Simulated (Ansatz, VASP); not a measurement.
**One calculation of SrTiO3, two programs**

Contents of INCAR:

```
PREC = Accurate
ENCUT = 520
EDIFF = 1E-6
ISMEAR = 0
SIGMA = 0.05
LREAL = False
LASPH = True
NELM = 100
ALGO = Normal
ISIF = 2
LWAVE = False
LCHARG = True
GGA = PE
LELF = True
LVHAR = True
NBANDS = 28
```

KPOINTS

```
regular mesh
0
Gamma
  8 8 8
```

The input POSCAR:

```
SrTiO3
1.0
    4.0544956752      0.0000000000      0.0000000000
    0.0000000000      4.0544956752      0.0000000000
    0.0000000000      0.0000000000      3.8183114612
Sr Ti O
1 1 3
Direct
    0.0000000000      0.0000000000      0.0000000000
    0.5000000000      0.5000000000      0.5000000000
    0.0000000000      0.5000000000      0.5000000000
    0.5000000000      0.0000000000      0.5000000000
    0.5000000000      0.5000000000      0.0000000000
```

Input for Ansatz:

```yaml
crystal:
  lattice:
    - [4.0544956752, 0.0, 0.0]
    - [0.0, 4.0544956752, 0.0]
    - [0.0, 0.0, 3.8183114612]
  atoms:
    - { symbol: Sr, position: [0.0, 0.0, 0.0] }
    - { symbol: Ti, position: [0.5, 0.5, 0.5] }
    - { symbol: O, position: [0.0, 0.5, 0.5] }
    - { symbol: O, position: [0.5, 0.0, 0.5] }
    - { symbol: O, position: [0.5, 0.5, 0.0] }
basis:
  ecutwfc: 420
kpoints:
  mp_grid: { grid: [8, 8, 8] }
hamiltonian:
  xc: pbe
scf:
  occupations: { method: gaussian, width: 0.05 }
output:
  forces: true
  stress: true
  eigenvalues: true
```

Change from the starting cell: strain +0.030 along x and y, -0.030 along z, atoms carried along.

Alike in both runs: task single point; functional PBE; k mesh 8 × 8 × 8; occupations gaussian, width 0.05 eV; no spin polarisation.

```csv
,VASP,Ansatz
version,VASP 6.6.1,Ansatz 0.2.0
potentials or method,"VASP PAW PBE potentials, release 64 (Sr_sv, Ti_sv, O), cutoff 520 eV","scalar-relativistic, plane waves, PAW"
valence electrons in the cell,40,40
```

|  | VASP | Ansatz | Ansatz less VASP |
| --- | --- | --- | --- |
| gap on the k mesh at the Fermi level (eV) | 1.68 | 1.71 | +0.033 |
| least direct gap on the mesh (eV) | 2.05 | 2.07 | +0.025 |
| pressure (GPa) | -3.0 | -3.7 | -0.65 |
| traceless stress, the component that is largest in VASP (GPa) | 8.60 | 8.47 | -0.134 |
